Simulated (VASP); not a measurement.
Input of a VASP 6.6.1 run:

Contents of INCAR:

```
SYSTEM = NaPbF3
PREC     = Accurate       ! precision mode
ENCUT    = 600            ! plane-wave cutoff, eV
EDIFF    = 1E-6           ! SCF threshold, eV
ISMEAR   = -1             ! smearing method
SIGMA    = 0.03           ! smearing width, eV
LREAL    = .False.        ! projectors in reciprocal space
LASPH    = .True.         ! aspherical terms in the spheres
NELM     = 60             ! most SCF steps
ALGO     = Normal         ! electronic algorithm
ISIF     = 3              ! what is computed and relaxed
LWAVE    = .False.        ! write WAVECAR
LCHARG   = .False.        ! write CHGCAR
GGA      = PS             ! functional
IBRION   = 2              ! ionic algorithm
NSW      = 100            ! ionic steps
EDIFFG   = -0.01          ! ionic threshold
```

Contents of KPOINTS:

```
regular mesh
0
Gamma
  6 6 6
  0 0 0
```

POSCAR

```
NaPbF3
1.0
    3.9056177000      0.0000000000      0.0000000000
    0.0000000000      3.9056177000      0.0000000000
    0.0000000000      0.0000000000      3.9056177000
Na Pb F
1 1 3
Direct
    0.0000000000      0.0000000000      0.0000000000
    0.5000000000      0.5000000000      0.5000000000
    0.5000000000      0.5000000000      0.0000000000
    0.5000000000      0.0000000000      0.5000000000
    0.0000000000      0.5000000000      0.5000000000
```

Potentials or basis: VASP PAW PBE potentials, release 64 (Na_pv, Pb_d, F).

Command:

```console
$ cat potpaw_PBE.64/Na_pv/POTCAR potpaw_PBE.64/Pb_d/POTCAR potpaw_PBE.64/F/POTCAR > POTCAR
$ mpirun -np 1 vasp_std > vasp.out
```

Task: Estimate the relaxed volume.

Result: 20.13 Å³/atom.

Task: What does it give for the relaxed cell?

Result: a = 4.652 Å, b = 4.652 Å, c = 4.652 Å, α = 90.00°, β = 90.00°, γ = 90.00°.

Task: Predict the space group after relaxing (to 0.05 Å).

Result: Pm-3m (No. 221).

Task: Estimate the band gap on the k mesh.

Result: 1.50 eV, indirect (least direct gap 2.88 eV).

Final structure:
```
Na Pb F
1.0
     4.65163    0.00000    0.00000
     0.00000    4.65163    0.00000
     0.00000    0.00000    4.65163
Na Pb F
1 1 3
Direct
  0.00000 0.00000 0.00000
  0.50000 0.50000 0.50000
  0.50000 0.50000 0.00000
  0.50000 0.00000 0.50000
  0.00000 0.50000 0.50000
```

Caveat: the volume moved by over 15 % at a fixed basis, so the end points are rough; the PAW data sets were made with another functional, which shifts forces and pressure a little; spin-orbit coupling is left out, which moves the levels of the heavy elements. A k mesh can miss the band edges.
